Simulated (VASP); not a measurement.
# Ga (C2/m) in VASP: further runs

Ga is run at these levels: PBEsol; tasks: single point.

Program: VASP 6.6.1. These are calculated values, not measurements. Logs are shortened: lines on timing, memory, paths and dates and some standing lists are left out, and cuts for length are marked.

## (1) The cell of the first run

The structure is monoclinic, space group C2/m (No. 12). Conventional cell: a = 5.202 Å, b = 3.003 Å, c = 4.865 Å, α = 90.00°, β = 90.00°, γ = 90.00°. Within 2.3 Å of Ga (site symmetry m) lie 1 Ga at 1.73 Å.

## (2) Single point, PBEsol (shortest bond scaled by 0.58)

The input, INCAR:

```
PREC     = Accurate       # precision mode
ENCUT    = 520            # plane-wave cutoff, eV
EDIFF    = 1E-7           # SCF threshold, eV
ISMEAR   = -1             # smearing method
SIGMA    = 0.05           # smearing width, eV
LREAL    = F              # projectors in reciprocal space
LASPH    = T              # aspherical terms in the spheres
NELM     = 100            # most SCF steps
ALGO     = Normal         # electronic algorithm
ISIF     = 2              # what is computed and relaxed
LWAVE    = F              # write WAVECAR
LCHARG   = F              # write CHGCAR
GGA      = PS             # functional
NBANDS   = 20             # bands
```

The input, KPOINTS:

```
Automatic mesh
0
Gamma
  11 11 6
```

The input, POSCAR:

```
Ga
1.0
    3.0031658500      0.0000000000      0.0000000000
   -1.5015829250      2.6008179178      0.0000000000
    0.0000000000      0.0000000000      4.8651286769
Ga
2
Direct
    0.1933333333      0.5966666667      0.1450000000
    0.8066666667      0.4033333333      0.8550000000
```

Potentials or basis: VASP PAW PBE potentials, release 64 (Ga_d).

Command:

```bash
$ cat potpaw_PBE.64/Ga_d/POTCAR > POTCAR
$ mpirun -np 1 vasp_std > vasp.out
```

OUTCAR:

```text
PREC = Accurate
   ENCUT = 520
   EDIFF = 1E-7
   ISMEAR = -1
   LREAL = F
   LASPH = T
   NELM = 100
   ISIF = 2
   GGA = PS

 ion  position               nearest neighbor table
   1  0.193  0.597  0.145-   2 1.73   2 2.61   2 2.61
   2  0.807  0.403  0.855-   1 1.73   1 2.61   1 2.61

  LATTYP: Found a hexagonal cell.
 ALAT       =     3.0031658500
 C/A-ratio  =     1.6200000000

  Lattice vectors:

 A1 = (   3.0031658500,   0.0000000000,   0.0000000000)
 A2 = (  -1.5015829250,   2.6008179178,   0.0000000000)
 A3 = (   0.0000000000,   0.0000000000,   4.8651286769)

Analysis of symmetry for initial positions (statically):
=====================================================================
 Subroutine PRICEL returns:
 Original cell was already a primitive cell.

 Routine SETGRP: Setting up the symmetry group for a
 hexagonal supercell.

 Subroutine GETGRP returns: Found  4 space group operations
 (whereof  4 operations were pure point group operations)
 out of a pool of 24 trial point group operations.

The static configuration has the point symmetry C_2h.

Analysis of symmetry for dynamics (positions and initial velocities):
=====================================================================
 Subroutine PRICEL returns:
 Original cell was already a primitive cell.

 Routine SETGRP: Setting up the symmetry group for a
 hexagonal supercell.

 Subroutine GETGRP returns: Found  4 space group operations
 (whereof  4 operations were pure point group operations)
 out of a pool of 24 trial point group operations.

The dynamic configuration has the point symmetry C_2h.

 Subroutine INISYM returns: Found  4 space group operations
 (whereof  4 operations are pure point group operations),
 and found     1 'primitive' translations

----------------------------------------------------------------------------------------

                                     Primitive cell

  volume of cell :      38.0000

  direct lattice vectors                    reciprocal lattice vectors
     3.003165850  0.000000000  0.000000000     0.332981943  0.192247214  0.000000000
    -1.501582925  2.600817918  0.000000000     0.000000000  0.384494429  0.000000000
     0.000000000  0.000000000  4.865128677     0.000000000  0.000000000  0.205544409

  length of vectors
     3.003165850  3.003165850  4.865128677     0.384494429  0.384494429  0.205544409

  position of ions in fractional coordinates (direct lattice)
     0.193333333  0.596666667  0.145000000
     0.806666667  0.403333333  0.855000000

  ion indices of the primitive-cell ions
   primitive index   ion index
                 1           1
                 2           2

----------------------------------------------------------------------------------------

 KPOINTS: Automatic mesh

Automatic generation of k-mesh.
 Grid dimensions read from file:
 generate k-points for:   11   11    6

 Generating k-lattice:

  Cartesian coordinates                     Fractional coordinates (reciprocal lattice)
     0.030271086  0.017477019  0.000000000     0.090909091  0.000000000  0.000000000
     0.000000000  0.034954039  0.000000000     0.000000000  0.090909091  0.000000000
     0.000000000  0.000000000  0.034257402     0.000000000  0.000000000  0.166666667

  Length of vectors
     0.034954039  0.034954039  0.034257402

  Shift w.r.t. Gamma in fractional coordinates (k-lattice)
     0.000000000  0.000000000  0.000000000

 Subroutine IBZKPT returns following result:
 ===========================================

 Found    204 irreducible k-points:

 Following reciprocal coordinates:
            Coordinates               Weight
  0.000000  0.000000  0.000000      1.000000
  0.090909  0.000000  0.000000      2.000000
  0.000000  0.090909  0.000000      4.000000
  0.181818  0.000000  0.000000      2.000000
  0.000000  0.181818  0.000000      4.000000
  0.272727  0.000000  0.000000      2.000000
[... 16 lines left out ...]
  0.454545  0.090909  0.000000      2.000000
 -0.090909 -0.454545  0.000000      4.000000
 [... further k-points ...]
   k-points           NKPTS =    204   k-points in BZ     NKDIM =    204   number of bands    NBANDS=     20
   number of dos      NEDOS =    301   number of ions     NIONS =      2
   total plane-waves  NPLWV =  20736
   dimension x,y,z NGX =    24 NGY =   24 NGZ =   36
   dimension x,y,z NGXF=    48 NGYF=   48 NGZF=   72
   ions per type =               2
   NGX,Y,Z   is equivalent  to a cutoff of  13.29, 13.29, 12.30 a.u.
   NGXF,Y,Z  is equivalent  to a cutoff of  26.57, 26.57, 24.60 a.u.
 SYSTEM =  unknown system
   PREC   = accura    normal or accurate (medium, high low for compatibility)
   ISTART =      0    job   : 0-new  1-cont  2-samecut
   ICHARG =      2    charge: 1-file 2-atom 10-const
   ISPIN  =      1    spin polarized calculation?
   LNONCOLLINEAR =      F non collinear calculations
   LSORBIT =      F    spin-orbit coupling
   LASPH  =      T    aspherical Exc in radial PAW
   ENCUT  =  520.0 eV  38.22 Ry    6.18 a.u.   5.58  5.58  9.05*2*pi/ulx,y,z
   NELM   =    100;   NELMIN=  2; NELMDL= -5     # of ELM steps
   EDIFF  = 0.1E-06   stopping-criterion for ELM
   LREAL  =      F    real-space projection
   EDIFFG = 0.1E-05   stopping-criterion for IOM
   NSW    =      0    number of steps for IOM
   IBRION =     -1    ionic relax: 0-MD 1-quasi-New 2-CG
   NFREE  =      0    steps in history (QN), initial steepest desc. (CG)
   ISIF   =      2    stress and relaxation
   ISYM   =      2    0-nonsym 1-usesym 2-fastsym
   POTIM  = 0.5000    time-step for ionic-motion
   TEBEG  =    0.0;   TEEND  =   0.0 temperature during run
   PSTRESS=    0.0 pullay stress
   NELECT =      26.0000    total number of electrons
   NUPDOWN=      -1.0000    fix difference up-down
   EMIN   =  10.00;   EMAX   =-10.00  energy-range for DOS
   EFERMI =   0.00;   METHOD = LEGACY
   ISMEAR =    -1;   SIGMA  =   0.05  broadening in eV -4-tet -1-fermi 0-gaus
   EFERMI_NEDOS =   21; number of points for ismear=-14 and -15
   IALGO  =     38    algorithm
   IMIX   =      4    mixing-type and parameters
     AMIX     =   0.40;   BMIX     =  1.00
     AMIX_MAG =   1.60;   BMIX_MAG =  1.00
  volume/ion in A,a.u.               =      19.00       128.22
  Fermi-wavevector in a.u.,A,eV,Ry     =   1.442574  2.726069 28.313990  2.081020
  Thomas-Fermi vector in A             =   2.561079
   LORBIT       =      0    0 simple, 1 ext, 2 COOP (PROOUT), +10 PAW based schemes
   GGA     = PS    functional components
   LHFCALC =     F    Hartree Fock is set to
   AEXX    =    0.0000 exact exchange contribution
   IVDW    =     0    specifies the selected vdW correction
   LEPSILON=     F    determine dielectric tensor
   LRPA    =     F    only Hartree local field effects (RPA)
 non-spin polarized calculation
  energy-cutoff  :      520.00
  volume of cell :       38.00
 maximum number of plane-waves:      1044
   NGX = 11   NGY = 11   NGZ = 19

 number of electron      25.9999986 magnetization

 Free energy of the ion-electron system (eV)
  ---------------------------------------------------
  ext. energy  EPLUGINS =         0.00000000
  ---------------------------------------------------
  free energy    TOTEN  =        -0.99708077 eV

  energy without entropy =       -0.99034950  energy(sigma->0) =       -0.99371514

 E-fermi :   5.1516     XC(G=0): -10.7485

 val. band max:        5.1499579315   @ k =  -0.0909  -0.4545   0.5000
 cond. band min:       5.1606225190   @ k =   0.0000   0.2727   0.0000
 fundamental gap:      0.0106645875
 Fermi energy:         5.1516348295

 k-point     1 :       0.0000    0.0000    0.0000
  band No.  band energies     occupation
      1     -12.5158      2.00000
      2     -11.7717      2.00000
      3     -11.6083      2.00000
      4     -10.8073      2.00000
      5     -10.5569      2.00000
      6     -10.4006      2.00000
[... 12 lines left out ...]
     19      18.2855      0.00000
     20      20.3527      0.00000

 k-point     2 :       0.0909    0.0000    0.0000
  band No.  band energies     occupation
      1     -12.5165      2.00000
      2     -11.7501      2.00000
      3     -11.6000      2.00000
      4     -10.7839      2.00000
      5     -10.5956      2.00000
      6     -10.3779      2.00000
[... 12 lines left out ...]
     19      20.2526      0.00000
     20      20.8327      0.00000

 k-point     3 :       0.0000    0.0909    0.0000
  band No.  band energies     occupation
      1     -12.5150      2.00000
      2     -11.7597      2.00000
      3     -11.6169      2.00000
      4     -10.8055      2.00000
      5     -10.5590      2.00000
      6     -10.3787      2.00000
[... 12 lines left out ...]
     19      19.7688      0.00000
     20      20.2387      0.00000

 k-point     4 :       0.1818    0.0000    0.0000
  band No.  band energies     occupation
      1     -12.5182      2.00000
      2     -11.6933      2.00000
      3     -11.5784      2.00000
      4     -10.7178      2.00000
      5     -10.6750      2.00000
      6     -10.3420      2.00000
[... 12 lines left out ...]
     19      18.1484      0.00000
     20      20.5163      0.00000

 k-point     5 :       0.0000    0.1818    0.0000
  band No.  band energies     occupation
      1     -12.5130      2.00000
      2     -11.7373      2.00000
      3     -11.6305      2.00000
      4     -10.8047      2.00000
      5     -10.5530      2.00000
      6     -10.3322      2.00000
[... 12 lines left out ...]
     19      19.4134      0.00000
     20      20.0569      0.00000
[... 353 lines left out ...]
      6     -10.3082      2.00000
[... 12 lines left out ...]
     19      16.6229      0.00000
     20      17.7892      0.00000

 k-point    22 :      -0.4545    0.3636    0.0000
  band No.  band energies     occupation
      1     -12.5073      2.00000
      2     -11.7565      2.00000
      3     -11.5569      2.00000
      4     -10.8088      2.00000
      5     -10.4693      2.00000
      6     -10.3567      2.00000
[... 12 lines left out ...]
     19      16.6503      0.00000
     20      17.8336      0.00000

 k-point    23 :       0.4545    0.0909    0.0000
  band No.  band energies     occupation
      1     -12.5185      2.00000
      2     -11.5299      2.00000
      3     -11.5255      2.00000
      4     -10.8513      2.00000
      5     -10.3676      2.00000
      6     -10.3618      2.00000
[... 12 lines left out ...]
     19      14.6376      0.00000
     20      17.7201      0.00000

 k-point    24 :      -0.0909   -0.4545    0.0000
  band No.  band energies     occupation
      1     -12.5053      2.00000
      2     -11.7708      2.00000
      3     -11.5621      2.00000
      4     -10.8172      2.00000
      5     -10.4667      2.00000
      6     -10.3508      2.00000
[... 12 lines left out ...]
     19      16.4883      0.00000
     20      17.6274      0.00000

 [... further k-points ...]

------------------------ aborting loop because EDIFF is reached ----------------------------------------

  FORCE on cell =-STRESS in cart. coord.  units (eV):
  Direction    XX          YY          ZZ          XY          YZ          ZX
  --------------------------------------------------------------------------------------
  -------------------------------------------------------------------------------------
  Total       10.8438028      4.8023362     23.2720045      5.2320636      8.1118572     14.0501467
  in kB      457.2025016    202.4787952    981.2073180    220.5972007    342.0166769    592.3901699
  external PRESSURE =     546.9628716 kB  Pullay stress =       0.0000000 kB

 VOLUME and BASIS-vectors are now :
 -----------------------------------------------------------------------------
  energy-cutoff  :      520.00
  volume of cell :       38.00
      direct lattice vectors                 reciprocal lattice vectors
     3.003165850  0.000000000  0.000000000     0.332981943  0.192247214  0.000000000
    -1.501582925  2.600817918  0.000000000     0.000000000  0.384494429  0.000000000
     0.000000000  0.000000000  4.865128677     0.000000000  0.000000000  0.205544409

 POSITION                                       TOTAL-FORCE (eV/Angst)
 -----------------------------------------------------------------------------------
     -0.31533      1.55182      0.70544         9.800861      5.658530     17.663207
      1.81692      1.04900      4.15969        -9.800861     -5.658530    -17.663207
 -----------------------------------------------------------------------------------
    total drift:                                0.000000      0.000000     -0.000000

  FREE ENERGIE OF THE ION-ELECTRON SYSTEM (eV)
  ---------------------------------------------------
  free  energy   TOTEN  =        -0.9970807704 eV

  energy  without entropy=       -0.9903495042  energy(sigma->0) =       -0.99371514
```

Wall time 81 s (1 thread of Intel Xeon 6975P-C, shared host); peak memory 0.24 GiB.

Results:

```yaml
Free_energy: -0.9971 eV
Pressure: 54.7 GPa
Largest_force: 20.978 eV/Å
Band_gap_on_the_k_mesh: zero (band 13 reaches 8.21 eV, above the bottom of band 14 at 3.33 eV)
```

Forces in eV/Å, atoms in the order of the input:
```
Ga    9.801   5.659  17.663
Ga   -9.801  -5.659 -17.663
```

Stress tensor (GPa, compression positive):
```
45.72 22.06 59.24
22.06 20.25 34.20
59.24 34.20 98.12
```

Caveat: the cell differs from its parent crystal (shortest bond scaled by 0.58); the PAW data sets were made with another functional, which shifts forces and pressure a little.

## (3) Single point, PBEsol

The input, INCAR:

```
SYSTEM = Ga
PREC = Accurate
ENCUT = 520
EDIFF = 1E-6
ISMEAR = -1
SIGMA = 0.05
LREAL = .FALSE.
LASPH = .TRUE.
NELM = 80
ALGO = Normal
ISIF = 2
LWAVE = .FALSE.
LCHARG = .FALSE.
GGA = PS
ISYM = 0
NBANDS = 20
```

The input, KPOINTS:

```
Automatic mesh
0
Gamma
  11 11 6
  0.5 0.5 0.5
```

The input, POSCAR:

```
Ga
1.0
    3.0031658500      0.0000000000      0.0000000000
   -1.5015829250      2.6008179178      0.0000000000
    0.0000000000      0.0000000000      4.8651286769
Ga
2
Direct
    0.2933333333      0.6466666667      0.2200000000
    0.7066666667      0.3533333333      0.7800000000
```

Potentials or basis: VASP PAW PBE potentials, release 64 (Ga_d).

Command:

```bash
$ cat potpaw_PBE.64/Ga_d/POTCAR > POTCAR
$ mpirun -np 1 vasp_std > vasp.out
```

Wall time 6.7 min (1 thread of Intel Xeon 6975P-C, shared host); peak memory 0.69 GiB.

It converged, with:

```
Free energy            : -6.4868 eV
Pressure               : -1.0 GPa
Largest force          : 0.878 eV/Å
Band gap on the k mesh : zero (band 13 reaches 8.44 eV, above the bottom of band 14 at 2.93 eV)
```

Forces on the atoms (eV/Å):
```
Ga   0.097  0.056  0.871
Ga  -0.097 -0.056 -0.871
```

Stress tensor (GPa, compression positive):
```
-1.44  0.41  1.05
 0.41 -1.91  0.60
 1.05  0.60  0.32
```

Levels at points of the mesh, in eV from the Fermi level:
```tsv
k point	band 11	band 12	band 13	band 14	band 15	band 16
(0.05, 0.05, 0.08)	-11.02	-5.29	-2.89	7.66	8.53	11.09
```

Caveat: the PAW data sets were made with another functional, which shifts forces and pressure a little.

(Continued in part 2 of 2.)
